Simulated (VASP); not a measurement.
Here is a VASP 6.6.1 calculation.

The input INCAR:

```
SYSTEM = BN
ALGO = Fast
EDIFF = 1E-7
ENCUT = 520
GGA = PE
ISIF = 2
ISMEAR = 0
LASPH = .TRUE.
LCHARG = .FALSE.
LREAL = .FALSE.
LWAVE = .FALSE.
NBANDS = 26
NELM = 100
PREC = Accurate
SIGMA = 0.1
```

File KPOINTS:

```
k-points
0
G
  4 4 4
  0 0 0
```

POSCAR

```
BN
1.0
    0.0000000000      0.0000000000      3.8787245741
   -3.0163856422      3.0163856422      1.9393622870
   -3.0163856422     -3.0163856422      1.9393622870
B N
4 4
Direct
    0.5064443831      0.3685556169      0.8685556169
    0.7435556169      0.6314443831      0.1314443831
    0.6250000000      0.8685556169      0.6314443831
    0.1250000000      0.1314443831      0.3685556169
    0.7397314239      0.1352685761      0.6352685761
    0.5102685761      0.8647314239      0.3647314239
    0.6250000000      0.6352685761      0.8647314239
    0.1250000000      0.3647314239      0.1352685761
```

Potentials or basis: VASP PAW PBE potentials, release 64 (B, N).

Run with:

```sh
$ cat potpaw_PBE.64/B/POTCAR potpaw_PBE.64/N/POTCAR > POTCAR
$ mpirun -np 1 vasp_std > vasp.out
```

Q: Estimate the band gap on the k mesh.

A: 4.09 eV (least direct gap 4.13 eV).

Q: Predict the pressure.

A: 0.0 GPa.

Q: Estimate the largest force.

A: 0.012 eV/Å.

Forces in eV/Å, atoms in the order of the input:
```
B    0.012  0.000  0.000
B   -0.012  0.000  0.000
B    0.000 -0.012  0.000
B    0.000  0.012  0.000
N   -0.012  0.000  0.000
N    0.012  0.000  0.000
N    0.000  0.012  0.000
N    0.000 -0.012  0.000
```

Caveat: the k points lie up to 0.48 Å⁻¹ apart. A k mesh can miss the band edges.
